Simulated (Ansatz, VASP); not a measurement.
**One calculation of C, two programs**

The input POSCAR:

```
C
1.0
    0.0000000000      1.7801241425      1.8157266254
    1.7801241425      0.0000000000      1.8157266254
    1.7801241425      1.7801241425      0.0000000000
C
2
Direct
    0.0000000000      0.0000000000      0.0000000000
    0.2500000000      0.2500000000      0.2500000000
```

File INCAR.step1:

```
SYSTEM = C
  PREC = Accurate
  ENCUT = 910
  ISMEAR = 0
  SIGMA = 0.01
  LREAL = .False.
  LASPH = .True.
  NELM = 120
  NBANDS = 11
  GGA = PE
  ALGO = Normal
  EDIFF = 1E-5
  LWAVE = .True.
  LCHARG = .False.
  GGA_COMPAT = .False.
```

File INCAR.step2:

```
SYSTEM = C
  PREC = Accurate
  ENCUT = 910
  EDIFF = 1E-6
  ISMEAR = 0
  SIGMA = 0.01
  LREAL = .False.
  LASPH = .True.
  NELM = 120
  ALGO = Normal
  ISIF = 2
  LWAVE = .False.
  LCHARG = .True.
  METAGGA = R2SCAN
  LMIXTAU = .True.
  LELF = .True.
  LVHAR = .True.
  NBANDS = 11
  ISTART = 1
  GGA_COMPAT = .False.
```

Contents of KPOINTS:

```
Automatic mesh
0
Gamma
  12 12 12
  0 0 0
```

Input for Ansatz:

```yaml
crystal:
  lattice:
    - [0.0, 1.7801241425, 1.8157266254]
    - [1.7801241425, 0.0, 1.8157266254]
    - [1.7801241425, 1.7801241425, 0.0]
  atoms:
    - { symbol: C, position: [0.0, 0.0, 0.0] }
    - { symbol: C, position: [0.25, 0.25, 0.25] }
kpoints:
  mp_grid: { grid: [12, 12, 12] }
  band_path:
    path:
      - [0.0, 0.0, 0.0]
      - [0.5, 0.0, 0.5]
      - [0.625, 0.25, 0.625]
      - [0.375, 0.375, 0.75]
      - [0.5, 0.5, 0.5]
      - [0.5, 0.25, 0.75]
      - [-0.002604, -0.002604, -0.005208]
      - [0.0, 0.364583, 0.364583]
    npoints: 1
hamiltonian:
  xc: r2scan
scf:
  occupations: { method: fixed }
  n_extra_bands: 4
output:
  forces: true
  stress: true
  eigenvalues: true
```

Change from the starting cell: uniaxial_z strain +2.0%.

Alike in both runs: task single point; functional r2SCAN; k mesh 12 × 12 × 12; no spin polarisation.

|  | VASP | Ansatz |
| --- | --- | --- |
| version | VASP 6.6.1 | Ansatz 0.2.0 |
| potentials or method | VASP PAW PBE potentials, release 64 (C_h) | plane waves, PAW |
| plane-wave cutoff (eV) | 910 | 500 |
| occupations | gaussian, width 0.01 eV | fixed |
| valence electrons in the cell | 8 | 8 |

```csv
,VASP,Ansatz,Ansatz less VASP
gap on the k mesh at the Fermi level (eV),4.08,4.08,-0.002
```

VASP's potentials were made for PBE, not for r2SCAN.

Noted on VASP's run: the cutoff is short for stress, so the pressure is rough.
